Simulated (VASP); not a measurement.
A run of VASP 6.6.1 is set up as follows.

POSCAR

```
HfO2
1.0
    0.0000000000      2.5575000000      2.5575000000
    2.5575000000      0.0000000000      2.5575000000
    2.5575000000      2.5575000000      0.0000000000
Hf O
1 2
Direct
    0.0000000000      0.0000000000      0.0000000000
    0.2584655465      0.2584655465      0.2584655465
    0.7415344535      0.7415344535      0.7415344535
```

File INCAR.step1:

```
SYSTEM = HfO2
ALGO = Normal ; EDIFF = 1E-4
ENCUT = 520 ; GGA = PE
ISMEAR = 0 ; LASPH = .True.
LCHARG = .False. ; LREAL = .False.
LWAVE = .True. ; NBANDS = 18
NELM = 100 ; PREC = Accurate
SIGMA = 0.05
```

File INCAR.step2:

```
SYSTEM = HfO2
ALGO = Normal ; EDIFF = 1E-6
ENCUT = 520 ; ISIF = 2
ISMEAR = 0 ; ISTART = 1
LASPH = .True. ; LCHARG = .False.
LMIXTAU = .True. ; LREAL = .False.
LWAVE = .False. ; METAGGA = R2SCAN
NBANDS = 18 ; NELM = 100
PREC = Accurate ; SIGMA = 0.05
```

KPOINTS

```
k-points
0
Gamma
  8 8 8
  0 0 0
```

Potentials or basis: VASP PAW PBE potentials, release 64 (Hf_pv, O).

Launch:

```bash
$ cat potpaw_PBE.64/Hf_pv/POTCAR potpaw_PBE.64/O/POTCAR > POTCAR
$ cp INCAR.step1 INCAR
$ mpirun -np 1 vasp_std > vasp.out
$ cp INCAR.step2 INCAR
$ mpirun -np 1 vasp_std > vasp.out
```

(1) Predict the pressure.

(2) What does it give for the band gap on the k mesh?

(3) What does it give for the largest force?

Results:

(1) -10.9 GPa.

(2) 4.25 eV.

(3) 1.259 eV/Å.

Caveat: the cell differs from its parent crystal (atoms displaced along a vibrational mode); the cell stands under tension; the PAW data sets were made with another functional, which shifts forces and pressure a little; spin-orbit coupling is left out, which moves the levels of the heavy elements.
